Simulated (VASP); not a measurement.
# PtS2 (P-3m1) in VASP: a series of runs

PtS2 is run at these levels: PBE; tasks: relaxation of the atoms.

Everything below comes from runs of VASP 6.6.1. Logs are shortened: lines on timing, memory, paths and dates and some standing lists are left out, and cuts for length are marked.

## 1. The cell of the first run

It takes space group P-3m1 (No. 164, trigonal). The conventional cell has a = 3.326 Å, b = 3.326 Å, c = 6.822 Å, α = 90.00°, β = 90.00°, γ = 120.00°. Within 3.1 Å of Pt (site symmetry -3m) lie 6 S at 2.31 Å. Within 3.4 Å of S (site symmetry 3m) lie 3 Pt at 2.31 Å and 9 S at 3.21 to 3.33 Å.

## 2. Relaxation of the atoms, PBE

File INCAR:

```
SYSTEM = PtS2
ALGO = Normal ; EDIFF = 1E-7
EDIFFG = -0.01 ; ENCUT = 520
GGA = PE ; IBRION = 2
ISIF = 2 ; ISMEAR = 0
LASPH = .True. ; LCHARG = .False.
LREAL = .False. ; LWAVE = .False.
NELM = 80 ; NSW = 50
PREC = Accurate ; SIGMA = 0.05
```

File KPOINTS:

```
k-points
0
Gamma
  9 9 4
  0 0 0
```

File POSCAR:

```
PtS2
1.0
    3.3262000000      0.0000000000      0.0000000000
   -1.6631000000      2.8805736981      0.0000000000
    0.0000000000      0.0000000000      6.8215000000
Pt S
1 2
Direct
    0.0000000000      0.0000000000      0.0000000000
    0.3333333333      0.6666666667      0.1889525212
    0.6666666667      0.3333333333      0.8110474788
```

Potentials or basis: VASP PAW PBE potentials, release 64 (Pt, S).

The run is started by

```
$ cat potpaw_PBE.64/Pt/POTCAR potpaw_PBE.64/S/POTCAR > POTCAR
$ mpirun -np 1 vasp_std > vasp.out
```

OUTCAR:

```text
SYSTEM = PtS2
   EDIFF = 1E-7
   EDIFFG = -0.01
   ENCUT = 520
   GGA = PE
   IBRION = 2
   ISIF = 2
   ISMEAR = 0
   LASPH = .True.
   LREAL = .False.
   NELM = 80
   NSW = 50
   PREC = Accurate

 ion  position               nearest neighbor table
   1  0.000  0.000  0.000-   2 2.31   3 2.31   3 2.31   2 2.31   3 2.31   2 2.31
   2  0.333  0.667  0.189-   1 2.31   1 2.31   1 2.31
   3  0.667  0.333  0.811-   1 2.31   1 2.31   1 2.31

  LATTYP: Found a hexagonal cell.
 ALAT       =     3.3262000000
 C/A-ratio  =     2.0508387950

  Lattice vectors:

 A1 = (   3.3262000000,   0.0000000000,   0.0000000000)
 A2 = (  -1.6631000000,   2.8805736981,   0.0000000000)
 A3 = (   0.0000000000,   0.0000000000,   6.8215000000)

Analysis of symmetry for initial positions (statically):
=====================================================================
 Subroutine PRICEL returns:
 Original cell was already a primitive cell.

 Routine SETGRP: Setting up the symmetry group for a
 hexagonal supercell.

 Subroutine GETGRP returns: Found 12 space group operations
 (whereof 12 operations were pure point group operations)
 out of a pool of 24 trial point group operations.

The static configuration has the point symmetry D_3d.

Analysis of symmetry for dynamics (positions and initial velocities):
=====================================================================
 Subroutine PRICEL returns:
 Original cell was already a primitive cell.

 Routine SETGRP: Setting up the symmetry group for a
 hexagonal supercell.

 Subroutine GETGRP returns: Found 12 space group operations
 (whereof 12 operations were pure point group operations)
 out of a pool of 24 trial point group operations.

The dynamic configuration has the point symmetry D_3d.

 Subroutine INISYM returns: Found 12 space group operations
 (whereof 12 operations are pure point group operations),
 and found     1 'primitive' translations

----------------------------------------------------------------------------------------

                                     Primitive cell

  volume of cell :      65.3593

  direct lattice vectors                    reciprocal lattice vectors
     3.326200000  0.000000000  0.000000000     0.300643377  0.173576535  0.000000000
    -1.663100000  2.880573698  0.000000000     0.000000000  0.347153069  0.000000000
     0.000000000  0.000000000  6.821500000     0.000000000  0.000000000  0.146595324

  length of vectors
     3.326200000  3.326200000  6.821500000     0.347153069  0.347153069  0.146595324

  position of ions in fractional coordinates (direct lattice)
     0.000000000  0.000000000  0.000000000
     0.333333333  0.666666667  0.188952521
     0.666666667  0.333333333  0.811047479

  ion indices of the primitive-cell ions
   primitive index   ion index
                 1           1
                 2           2
                 3           3

----------------------------------------------------------------------------------------

 KPOINTS: k-points

Automatic generation of k-mesh.
 Grid dimensions read from file:
 generate k-points for:    9    9    4

 Generating k-lattice:

  Cartesian coordinates                     Fractional coordinates (reciprocal lattice)
     0.033404820  0.019286282  0.000000000     0.111111111  0.000000000  0.000000000
     0.000000000  0.038572563  0.000000000     0.000000000  0.111111111  0.000000000
     0.000000000  0.000000000  0.036648831     0.000000000  0.000000000  0.250000000

  Length of vectors
     0.038572563  0.038572563  0.036648831

  Shift w.r.t. Gamma in fractional coordinates (k-lattice)
     0.000000000  0.000000000  0.000000000

 Subroutine IBZKPT returns following result:
 ===========================================

 Found     43 irreducible k-points:

 Following reciprocal coordinates:
            Coordinates               Weight
  0.000000  0.000000  0.000000      1.000000
  0.111111  0.000000  0.000000      6.000000
  0.222222 -0.000000  0.000000      6.000000
  0.333333  0.000000  0.000000      6.000000
  0.444444 -0.000000  0.000000      6.000000
  0.111111  0.111111  0.000000      6.000000
[... 16 lines left out ...]
  0.222222  0.111111  0.250000     12.000000
 -0.111111  0.333333  0.250000     12.000000
 [... further k-points ...]
   k-points           NKPTS =     43   k-points in BZ     NKDIM =     43   number of bands    NBANDS=     15
   number of dos      NEDOS =    301   number of ions     NIONS =      3
   total plane-waves  NPLWV =  42336
   dimension x,y,z NGX =    28 NGY =   28 NGZ =   54
   dimension x,y,z NGXF=    56 NGYF=   56 NGZF=  108
   ions per type =               1   2
   NGX,Y,Z   is equivalent  to a cutoff of  13.99, 13.99, 13.16 a.u.
   NGXF,Y,Z  is equivalent  to a cutoff of  27.99, 27.99, 26.32 a.u.
 SYSTEM =  PtS2
   PREC   = accura    normal or accurate (medium, high low for compatibility)
   ISTART =      0    job   : 0-new  1-cont  2-samecut
   ICHARG =      2    charge: 1-file 2-atom 10-const
   ISPIN  =      1    spin polarized calculation?
   LNONCOLLINEAR =      F non collinear calculations
   LSORBIT =      F    spin-orbit coupling
   LASPH  =      T    aspherical Exc in radial PAW
   ENCUT  =  520.0 eV  38.22 Ry    6.18 a.u.   6.18  6.18 12.68*2*pi/ulx,y,z
   NELM   =     80;   NELMIN=  2; NELMDL= -5     # of ELM steps
   EDIFF  = 0.1E-06   stopping-criterion for ELM
   LREAL  =      F    real-space projection
   EDIFFG = -.1E-01   stopping-criterion for IOM
   NSW    =     50    number of steps for IOM
   IBRION =      2    ionic relax: 0-MD 1-quasi-New 2-CG
   NFREE  =      1    steps in history (QN), initial steepest desc. (CG)
   ISIF   =      2    stress and relaxation
   ISYM   =      2    0-nonsym 1-usesym 2-fastsym
   POTIM  = 0.5000    time-step for ionic-motion
   TEBEG  =    0.0;   TEEND  =   0.0 temperature during run
   PSTRESS=    0.0 pullay stress
   NELECT =      22.0000    total number of electrons
   NUPDOWN=      -1.0000    fix difference up-down
   EMIN   =  10.00;   EMAX   =-10.00  energy-range for DOS
   EFERMI =   0.00;   METHOD = LEGACY
   ISMEAR =     0;   SIGMA  =   0.05  broadening in eV -4-tet -1-fermi 0-gaus
   EFERMI_NEDOS =   21; number of points for ismear=-14 and -15
   IALGO  =     38    algorithm
   IMIX   =      4    mixing-type and parameters
     AMIX     =   0.40;   BMIX     =  1.00
     AMIX_MAG =   1.60;   BMIX_MAG =  1.00
  volume/ion in A,a.u.               =      21.79       147.02
  Fermi-wavevector in a.u.,A,eV,Ry     =   1.138798  2.152016 17.644860  1.296861
  Thomas-Fermi vector in A             =   2.275502
   LORBIT       =      0    0 simple, 1 ext, 2 COOP (PROOUT), +10 PAW based schemes
   GGA     = PE    functional components
   LHFCALC =     F    Hartree Fock is set to
   AEXX    =    0.0000 exact exchange contribution
   IVDW    =     0    specifies the selected vdW correction
   LEPSILON=     F    determine dielectric tensor
   LRPA    =     F    only Hartree local field effects (RPA)
 conjugate gradient relaxation of ions
 non-spin polarized calculation
 Gauss-broadening in eV      SIGMA  =   0.05
  energy-cutoff  :      520.00
  volume of cell :       65.36
 maximum number of plane-waves:      1778
 NGX is ok and might be reduce to    28
   NGX = 13   NGY = 13   NGZ = 25

--------------------------------------- Ionic step        1  -------------------------------------------

 number of electron      22.0000002 magnetization

 Free energy of the ion-electron system (eV)
  ---------------------------------------------------
  ext. energy  EPLUGINS =         0.00000000
  ---------------------------------------------------
  free energy    TOTEN  =       -14.96824471 eV

  energy without entropy =      -14.96824471  energy(sigma->0) =      -14.96824471

------------------------ aborting loop because EDIFF is reached ----------------------------------------

  FORCE on cell =-STRESS in cart. coord.  units (eV):
  Direction    XX          YY          ZZ          XY          YZ          ZX
  --------------------------------------------------------------------------------------
  -------------------------------------------------------------------------------------
  Total        8.2579764      8.2579764      3.4166414      0.0000000     -0.0000000      0.0000000
  in kB      202.4309851    202.4309851     83.7534586      0.0000000     -0.0000000      0.0000000
  external PRESSURE =     162.8718096 kB  Pullay stress =       0.0000000 kB
[... 59 lines left out ...]
  energy  without entropy=      -15.0717896026  energy(sigma->0) =      -15.07178960

--------------------------------------- Ionic step        3  -------------------------------------------

 number of electron      22.0000001 magnetization

 Free energy of the ion-electron system (eV)
  ---------------------------------------------------
  ext. energy  EPLUGINS =         0.00000000
  ---------------------------------------------------
  free energy    TOTEN  =       -15.07865794 eV

  energy without entropy =      -15.07865794  energy(sigma->0) =      -15.07865794

 E-fermi :   4.4618     XC(G=0):  -9.3548

 val. band max:        4.2307559760   @ k =   0.0000   0.1111   0.2500
 cond. band min:       5.5371166294   @ k =   0.2222   0.2222   0.0000
 fundamental gap:      1.3063606533
 Fermi energy:         4.4618184106

 k-point     1 :       0.0000    0.0000    0.0000
  band No.  band energies     occupation
      1     -10.4604      2.00000
      2      -8.4779      2.00000
      3      -2.1605      2.00000
      4      -1.4191      2.00000
      5      -1.4191      2.00000
      6       0.9576      2.00000
      7       0.9576      2.00000
      8       2.4146      2.00000
      9       3.0338      2.00000
     10       4.1554      2.00000
     11       4.1555      2.00000
     12       7.3050      0.00000
     13       7.3050      0.00000
     14       9.6834      0.00000
     15      10.5542      0.00000
[... 397 lines left out ...]
 k-point    24 :      -0.1111    0.3333    0.2500
  band No.  band energies     occupation
      1      -9.3132      2.00000
      2      -8.4213      2.00000
      3      -1.7011      2.00000
      4      -1.3530      2.00000
      5      -0.8860      2.00000
      6      -0.4868      2.00000
      7       0.3822      2.00000
      8       1.7799      2.00000
      9       2.7893      2.00000
     10       3.6868      2.00000
     11       3.9752      2.00000
     12       5.8625      0.00000
     13       6.6166      0.00000
     14      11.0161      0.00000
     15      11.9989      0.00000

 [... further k-points ...]

------------------------ aborting loop because EDIFF is reached ----------------------------------------

  FORCE on cell =-STRESS in cart. coord.  units (eV):
  Direction    XX          YY          ZZ          XY          YZ          ZX
  --------------------------------------------------------------------------------------
  -------------------------------------------------------------------------------------
  Total        5.3024101      5.3024101      0.0165938      0.0000000      0.0000000     -0.0000000
  in kB      129.9800396    129.9800396      0.4067709      0.0000000      0.0000000     -0.0000000
  external PRESSURE =      86.7889500 kB  Pullay stress =       0.0000000 kB
[... 18 lines left out ...]
  FREE ENERGIE OF THE ION-ELECTRON SYSTEM (eV)
  ---------------------------------------------------
  free  energy   TOTEN  =       -15.0786579412 eV

  energy  without entropy=      -15.0786579412  energy(sigma->0) =      -15.07865794

 reached required accuracy - stopping structural energy minimisation
```

Run time: 2.5 min. Hardware: 1 thread of Oxide Virtual Turin-like, shared host; peak memory 0.19 GiB.

Results:

```
Free energy               : -15.0787 eV
Energy gained by relaxing : 36.8 meV/atom
Ionic steps               : 3
Pressure after relaxing   : 8.7 GPa
Band gap on the k mesh    : 1.31 eV (least direct gap 1.59 eV)
```

Forces in eV/Å, atoms in the order of the input:
```
Pt   0.000  0.000  0.000
S    0.000  0.000 -0.003
S    0.000  0.000  0.003
```

Stress tensor (GPa, compression positive):
```
13.00  0.00  0.00
 0.00 13.00  0.00
 0.00  0.00  0.04
```

Step by step:
```csv
step,energy change (eV),largest force (eV/Å),pressure (GPa)
1,0.0000,1.3257,16.29
2,-0.1035,0.3168,10.52
3,-0.1104,0.0029,8.68
```

Final structure:
```cif
data_structure
_symmetry_space_group_name_H-M 'P 1'
_symmetry_Int_Tables_number 1
_cell_length_a 3.3262
_cell_length_b 3.3262
_cell_length_c 6.8215
_cell_angle_alpha 90.000
_cell_angle_beta 90.000
_cell_angle_gamma 120.000
_cell_volume 65.36
loop_
_atom_site_label
_atom_site_type_symbol
_atom_site_fract_x
_atom_site_fract_y
_atom_site_fract_z
_atom_site_occupancy
Pt1 Pt 0.00000 0.00000 0.00000 1
S1 S 0.33333 0.66667 0.20158 1
S2 S 0.66667 0.33333 0.79842 1
```

Levels at points of the mesh, in eV from the valence-band top:
| k point | band 8 | band 9 | band 10 | band 11 | band 12 | band 13 | band 14 | band 15 |
| --- | --- | --- | --- | --- | --- | --- | --- | --- |
| (0.00, 0.00, 0.00) | -1.82 | -1.20 | -0.08 | -0.08 | 3.07 | 3.07 | 5.45 | 6.32 |
| (0.00, 0.00, 0.50) | -1.92 | -1.48 | -0.08 | -0.08 | 3.10 | 3.10 | 6.11 | 7.56 |

Caveat: spin-orbit coupling is left out, which moves the levels of the heavy elements; this functional lacks dispersion, which binds layers or chains, so the pressure and a relaxed spacing across them are unreliable. A hybrid or GW would open this gap; PBE tends to underestimate it.

## 3. Relaxation of the atoms, PBE

This run uses another cell than the first one, of 20.75 Å³/atom.

File INCAR:

```
SYSTEM = PtS2
ALGO = Normal
EDIFF = 1E-6
EDIFFG = -0.01
ENCUT = 520
GGA = PE
IBRION = 2
ISIF = 2
ISMEAR = 0
LASPH = .TRUE.
LCHARG = .FALSE.
LREAL = .FALSE.
LWAVE = .FALSE.
NELM = 80
NSW = 50
PREC = Accurate
SIGMA = 0.05
```

File KPOINTS:

```
k-points
0
G
  9 9 4
  0 0 0
```

POSCAR, as its differences from that of step 2:

```diff
@@ -4,3 +4,3 @@
    -1.6631000000      2.8805736981      0.0000000000
-    0.0000000000      0.0000000000      6.8215000000
+    0.0000000000      0.0000000000      6.4966356506
 Pt S
```

Potentials or basis: VASP PAW PBE potentials, release 64 (Pt, S).

The run is started by

```
$ cat potpaw_PBE.64/Pt/POTCAR potpaw_PBE.64/S/POTCAR > POTCAR
$ mpirun -np 1 vasp_std > vasp.out
```

Run time: 82 s. Hardware: 1 thread of Oxide Virtual Turin-like, shared host; peak memory 0.18 GiB.

It converged, with:

```
Free energy               : -15.0739 eV
Energy gained by relaxing : 111.9 meV/atom
Ionic steps               : 3
Pressure after relaxing   : 9.3 GPa
Band gap on the k mesh    : 1.28 eV (least direct gap 1.52 eV)
```

Stress tensor (GPa, compression positive):
```
13.82  0.00  0.00
 0.00 13.82  0.00
 0.00  0.00  0.35
```

The path:
```
step  energy change (eV)  largest force (eV/Å)  pressure (GPa)
   1              0.0000                2.4062           23.68
   2             -0.3224                0.4430           11.98
   3             -0.3357                0.0006            9.33
```

Final structure:
```
CELL_PARAMETERS angstrom
3.32620 0.00000 0.00000
-1.66310 2.88057 0.00000
0.00000 0.00000 6.49664
ATOMIC_POSITIONS crystal
Pt 0.00000 0.00000 0.00000
S 0.33333 0.66667 0.21150
S 0.66667 0.33333 0.78850
```

Levels at points of the mesh, in eV from the valence-band top:
```
           k point  band 7  band 8  band 9  band 10  band 11  band 12  band 13  band 14  band 15
(0.00, 0.00, 0.00)   -3.28   -1.88   -1.03    -0.08    -0.08     3.06     3.06     5.67     6.30
(0.00, 0.00, 0.50)   -3.28   -2.06   -1.40    -0.10    -0.10     3.11     3.11     6.18     7.62
```

Caveat: spin-orbit coupling is left out, which moves the levels of the heavy elements; this functional lacks dispersion, which binds layers or chains, so the pressure and a relaxed spacing across them are unreliable. A hybrid or GW would open this gap; PBE tends to underestimate it.

## 4. Relaxation of the atoms, PBE

This run uses another cell than the first one, of 21.22 Å³/atom.

File INCAR:

```
SYSTEM = PtS2
ALGO     = Normal         ! electronic algorithm
EDIFF    = 1E-6           ! SCF threshold, eV
EDIFFG   = -0.01          ! ionic threshold
ENCUT    = 520            ! plane-wave cutoff, eV
GGA      = PE             ! functional
IBRION   = 2              ! ionic algorithm
ISIF     = 2              ! what is computed and relaxed
ISMEAR   = 0              ! smearing method
LASPH    = .True.         ! aspherical terms in the spheres
LCHARG   = .False.        ! write CHGCAR
LREAL    = .False.        ! projectors in reciprocal space
LWAVE    = .False.        ! write WAVECAR
NELM     = 80             ! most SCF steps
NSW      = 50             ! ionic steps
PREC     = Accurate       ! precision mode
SIGMA    = 0.05           ! smearing width, eV
```

File KPOINTS:

```
k-points
0
Gamma
  9 9 4
  0 0 0
```

File POSCAR:

```
PtS2
1.0
    3.4514000000      0.0000000000      0.0000000000
   -1.7257000000      2.9890000786      0.0000000000
    0.0000000000      0.0000000000      6.1718000000
Pt S
1 2
Direct
    0.0000000000      0.0000000000      0.0000000000
    0.3333333333      0.6666666667      0.1889525212
    0.6666666667      0.3333333333      0.8110474788
```

The run is started by

```
$ cat potpaw_PBE.64/Pt/POTCAR potpaw_PBE.64/S/POTCAR > POTCAR
$ mpirun -np 1 vasp_std > vasp.out
```

It took 85 s on 1 thread of Oxide Virtual Turin-like, shared host; peak memory 0.18 GiB.

The run converged. Its results:

```
Free energy               : -15.3677 eV
Energy gained by relaxing : 80.5 meV/atom
Ionic steps               : 3
Pressure after relaxing   : 4.7 GPa
Band gap on the k mesh    : 1.46 eV (least direct gap 1.56 eV)
```

Stress tensor (GPa, compression positive):
```
6.85 0.00 0.00
0.00 6.85 0.00
0.00 0.00 0.36
```

The path:
```csv
step,energy change (eV),largest force (eV/Å),pressure (GPa)
1,0.0000,1.9396,15.51
2,-0.2244,0.4926,7.41
3,-0.2415,0.0000,4.69
```

Final structure:
```
Pt S
1.0
     3.45140    0.00000    0.00000
    -1.72570    2.98900    0.00000
     0.00000    0.00000    6.17180
Pt S
1 2
Direct
  0.00000 0.00000 0.00000
  0.33333 0.66667 0.20984
  0.66667 0.33333 0.79016
```

Levels at points of the mesh, in eV from the valence-band top:
| k point | band 7 | band 8 | band 9 | band 10 | band 11 | band 12 | band 13 | band 14 | band 15 |
| --- | --- | --- | --- | --- | --- | --- | --- | --- | --- |
| (0.00, 0.00, 0.00) | -3.17 | -1.49 | -0.51 | -0.30 | -0.30 | 3.04 | 3.04 | 5.67 | 6.00 |
| (0.00, 0.00, 0.50) | -3.17 | -1.69 | -0.99 | -0.33 | -0.33 | 3.12 | 3.12 | 6.01 | 7.43 |

Caveat: spin-orbit coupling is left out, which moves the levels of the heavy elements; this functional lacks dispersion, which binds layers or chains, so the pressure and a relaxed spacing across them are unreliable. As with any semilocal functional, this PBE gap is likely too small.

(Continued in part 2 of 2.)
